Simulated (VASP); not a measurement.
# Nb (I4/mmm) in VASP: notebook, part 2 of 3

VASP 6.6.1. Earlier steps stand in the parts before.

## 3. Single point, PBEsol (strain -0.015 along x and y, -0.030 along z)

INCAR reads:

```
ALGO     = Fast           # electronic algorithm
EDIFF    = 1E-6           # SCF threshold, eV
ENCUT    = 520            # plane-wave cutoff, eV
GGA      = PS             # functional
ISIF     = 2              # what is computed and relaxed
ISMEAR   = 0              # smearing method
LASPH    = True           # aspherical terms in the spheres
LCHARG   = True           # write CHGCAR
LELF     = True           # ELF
LREAL    = False          # projectors in reciprocal space
LVHAR    = True         
LWAVE    = False          # write WAVECAR
NBANDS   = 12             # bands
NELM     = 60             # most SCF steps
PREC     = Accurate       # precision mode
SIGMA    = 0.15           # smearing width, eV
```

KPOINTS reads:

```
k-points
0
Gamma
  20 20 20
```

POSCAR reads:

```
Nb
1.0
   -1.6389907500      1.6389907500      1.6140315000
    1.6389907500     -1.6389907500      1.6140315000
    1.6389907500      1.6389907500     -1.6140315000
Nb
1
Direct
    0.0000000000      0.0000000000      0.0000000000
```

Potentials or basis: VASP PAW PBE potentials, release 64 (Nb_sv).

Started as:

```console
$ cat potpaw_PBE.64/Nb_sv/POTCAR > POTCAR
$ mpirun -np 1 vasp_std > vasp.out
```

OUTCAR:

```text
EDIFF = 1E-6
   ENCUT = 520
   GGA = PS
   ISIF = 2
   ISMEAR = 0
   LASPH = True
   LREAL = False
   NELM = 60
   PREC = Accurate

 ion  position               nearest neighbor table
   1  0.000  0.000  0.000-

  LATTYP: Found a body centered tetragonal cell.
 ALAT       =     3.2779815000
 C/A-ratio  =     0.9847715736

  Lattice vectors:

 A1 = (  -1.6389907500,   1.6389907500,   1.6140315000)
 A2 = (   1.6389907500,  -1.6389907500,   1.6140315000)
 A3 = (   1.6389907500,   1.6389907500,  -1.6140315000)

Analysis of symmetry for initial positions (statically):
=====================================================================
 Subroutine PRICEL returns:
 Original cell was already a primitive cell.

 Routine SETGRP: Setting up the symmetry group for a
 body centered tetragonal supercell.

 Subroutine GETGRP returns: Found 16 space group operations
 (whereof 16 operations were pure point group operations)
 out of a pool of 16 trial point group operations.

The static configuration has the point symmetry D_4h.

Analysis of symmetry for dynamics (positions and initial velocities):
=====================================================================
 Subroutine PRICEL returns:
 Original cell was already a primitive cell.

 Routine SETGRP: Setting up the symmetry group for a
 body centered tetragonal supercell.

 Subroutine GETGRP returns: Found 16 space group operations
 (whereof 16 operations were pure point group operations)
 out of a pool of 16 trial point group operations.

The dynamic configuration has the point symmetry D_4h.

 Subroutine INISYM returns: Found 16 space group operations
 (whereof 16 operations are pure point group operations),
 and found     1 'primitive' translations

----------------------------------------------------------------------------------------

                                     Primitive cell

  volume of cell :      17.3430

  direct lattice vectors                    reciprocal lattice vectors
    -1.638990750  1.638990750  1.614031500     0.000000000  0.305065785  0.309783297
     1.638990750 -1.638990750  1.614031500     0.305065785  0.000000000  0.309783297
     1.638990750  1.638990750 -1.614031500     0.305065785  0.305065785  0.000000000

  length of vectors
     2.824478543  2.824478543  2.824478543     0.434776753  0.434776753  0.431428171

  position of ions in fractional coordinates (direct lattice)
     0.000000000  0.000000000  0.000000000

  ion indices of the primitive-cell ions
   primitive index   ion index
                 1           1

----------------------------------------------------------------------------------------

 KPOINTS: k-points

Automatic generation of k-mesh.
 Grid dimensions read from file:
 generate k-points for:   20   20   20

 Generating k-lattice:

  Cartesian coordinates                     Fractional coordinates (reciprocal lattice)
     0.000000000  0.015253289  0.015489165     0.050000000  0.000000000  0.000000000
     0.015253289  0.000000000  0.015489165     0.000000000  0.050000000  0.000000000
     0.015253289  0.015253289  0.000000000     0.000000000  0.000000000  0.050000000

  Length of vectors
     0.021738838  0.021738838  0.021571409

  Shift w.r.t. Gamma in fractional coordinates (k-lattice)
     0.000000000  0.000000000  0.000000000

 Subroutine IBZKPT returns following result:
 ===========================================

 Found    641 irreducible k-points:

 Following reciprocal coordinates:
            Coordinates               Weight
  0.000000  0.000000  0.000000      1.000000
  0.050000  0.000000  0.000000      8.000000
  0.100000  0.000000  0.000000      8.000000
  0.150000  0.000000  0.000000      8.000000
  0.200000  0.000000  0.000000      8.000000
  0.250000  0.000000  0.000000      8.000000
[... 16 lines left out ...]
 -0.400000  0.050000 -0.000000     16.000000
 -0.350000  0.050000 -0.000000     16.000000
 [... further k-points ...]
   k-points           NKPTS =    641   k-points in BZ     NKDIM =    641   number of bands    NBANDS=     12
   number of dos      NEDOS =    301   number of ions     NIONS =      1
   total plane-waves  NPLWV =  13824
   dimension x,y,z NGX =    24 NGY =   24 NGZ =   24
   dimension x,y,z NGXF=    48 NGYF=   48 NGZF=   48
   ions per type =               1
   NGX,Y,Z   is equivalent  to a cutoff of  14.13, 14.13, 14.13 a.u.
   NGXF,Y,Z  is equivalent  to a cutoff of  28.25, 28.25, 28.25 a.u.
 SYSTEM =  unknown system
   PREC   = accura    normal or accurate (medium, high low for compatibility)
   ISTART =      0    job   : 0-new  1-cont  2-samecut
   ICHARG =      2    charge: 1-file 2-atom 10-const
   ISPIN  =      1    spin polarized calculation?
   LNONCOLLINEAR =      F non collinear calculations
   LSORBIT =      F    spin-orbit coupling
   LASPH  =      T    aspherical Exc in radial PAW
   ENCUT  =  520.0 eV  38.22 Ry    6.18 a.u.   5.25  5.25  5.25*2*pi/ulx,y,z
   NELM   =     60;   NELMIN=  2; NELMDL= -5     # of ELM steps
   EDIFF  = 0.1E-05   stopping-criterion for ELM
   LREAL  =      F    real-space projection
   EDIFFG = 0.1E-04   stopping-criterion for IOM
   NSW    =      0    number of steps for IOM
   IBRION =     -1    ionic relax: 0-MD 1-quasi-New 2-CG
   NFREE  =      0    steps in history (QN), initial steepest desc. (CG)
   ISIF   =      2    stress and relaxation
   ISYM   =      2    0-nonsym 1-usesym 2-fastsym
   POTIM  = 0.5000    time-step for ionic-motion
   TEBEG  =    0.0;   TEEND  =   0.0 temperature during run
   PSTRESS=    0.0 pullay stress
   NELECT =      13.0000    total number of electrons
   NUPDOWN=      -1.0000    fix difference up-down
   EMIN   =  10.00;   EMAX   =-10.00  energy-range for DOS
   EFERMI =   0.00;   METHOD = LEGACY
   ISMEAR =     0;   SIGMA  =   0.15  broadening in eV -4-tet -1-fermi 0-gaus
   EFERMI_NEDOS =   21; number of points for ismear=-14 and -15
   IALGO  =     68    algorithm
   IMIX   =      4    mixing-type and parameters
     AMIX     =   0.40;   BMIX     =  1.00
     AMIX_MAG =   1.60;   BMIX_MAG =  1.00
  volume/ion in A,a.u.               =      17.34       117.04
  Fermi-wavevector in a.u.,A,eV,Ry     =   1.487125  2.810260 30.089858  2.211542
  Thomas-Fermi vector in A             =   2.600325
   LORBIT       =      0    0 simple, 1 ext, 2 COOP (PROOUT), +10 PAW based schemes
   GGA     = PS    functional components
   LHFCALC =     F    Hartree Fock is set to
   AEXX    =    0.0000 exact exchange contribution
   IVDW    =     0    specifies the selected vdW correction
   LEPSILON=     F    determine dielectric tensor
   LRPA    =     F    only Hartree local field effects (RPA)
 non-spin polarized calculation
 RMM-DIIS sequential band-by-band and
 Gauss-broadening in eV      SIGMA  =   0.15
  energy-cutoff  :      520.00
  volume of cell :       17.34
 maximum number of plane-waves:       482
 NGX is ok and might be reduce to    24
   NGX = 11   NGY = 11   NGZ = 11

 number of electron      13.0000001 magnetization

 Free energy of the ion-electron system (eV)
  ---------------------------------------------------
  ext. energy  EPLUGINS =         0.00000000
  ---------------------------------------------------
  free energy    TOTEN  =       -10.95917160 eV

  energy without entropy =      -10.94354547  energy(sigma->0) =      -10.95135853

 E-fermi :  11.5877     XC(G=0): -12.8264

 val. band max:       11.5847077370   @ k =   0.4000   0.3000   0.1500
 cond. band min:      11.5887905968   @ k =  -0.1000  -0.3000   0.0500
 fundamental gap:      0.0040828599
 Fermi energy:        11.5876833687

 k-point     1 :       0.0000    0.0000    0.0000
  band No.  band energies     occupation
      1     -42.6417      2.00000
      2     -17.8705      2.00000
      3     -17.8705      2.00000
      4     -17.8697      2.00000
      5       5.5406      2.00000
      6      11.8165      0.03102
      7      11.9970      0.00011
      8      11.9970      0.00011
      9      14.8464      0.00000
     10      15.0940      0.00000
     11      25.8040      0.00000
     12      25.8072      0.00000
[... 331 lines left out ...]
 k-point    24 :      -0.3500    0.0500   -0.0000
  band No.  band energies     occupation
      1     -42.4301      2.00000
      2     -19.0107      2.00000
      3     -18.2350      2.00000
      4     -17.9013      2.00000
      5       7.9704      2.00000
      6      10.2439      2.00000
      7      11.8471      0.01445
      8      14.7344      0.00000
      9      15.4081      0.00000
     10      15.9890      0.00000
     11      25.0868      0.00000
     12      26.8031      0.00000

 [... further k-points ...]

------------------------ aborting loop because EDIFF is reached ----------------------------------------

  FORCE on cell =-STRESS in cart. coord.  units (eV):
  Direction    XX          YY          ZZ          XY          YZ          ZX
  --------------------------------------------------------------------------------------
  -------------------------------------------------------------------------------------
  Total        0.0864496      0.0864496      0.2935590      0.0000000      0.0000000      0.0000000
  in kB        7.9863542      7.9863542     27.1194559      0.0000000      0.0000000      0.0000000
  external PRESSURE =      14.3640547 kB  Pullay stress =       0.0000000 kB

 VOLUME and BASIS-vectors are now :
 -----------------------------------------------------------------------------
  energy-cutoff  :      520.00
  volume of cell :       17.34
      direct lattice vectors                 reciprocal lattice vectors
    -1.638990750  1.638990750  1.614031500     0.000000000  0.305065785  0.309783297
     1.638990750 -1.638990750  1.614031500     0.305065785  0.000000000  0.309783297
     1.638990750  1.638990750 -1.614031500     0.305065785  0.305065785  0.000000000

 POSITION                                       TOTAL-FORCE (eV/Angst)
 -----------------------------------------------------------------------------------
      0.00000      0.00000      0.00000        -0.000000      0.000000      0.000000
 -----------------------------------------------------------------------------------
    total drift:                               -0.000000      0.000000      0.000000

  FREE ENERGIE OF THE ION-ELECTRON SYSTEM (eV)
  ---------------------------------------------------
  free  energy   TOTEN  =       -10.9591715954 eV

  energy  without entropy=      -10.9435454718  energy(sigma->0) =      -10.95135853
```

Run time: 3 min. Hardware: 1 thread of AMD EPYC 9R45 (Zen 5), shared host; peak memory 0.21 GiB.

Results:

```yaml
Free_energy: -10.9592 eV
Pressure: 1.4 GPa
```

Caveat: the cell differs from its parent crystal (strain -0.015 along x and y, -0.030 along z); the PAW data sets were made with another functional, which shifts forces and pressure a little.

[end of part 2 of 3]
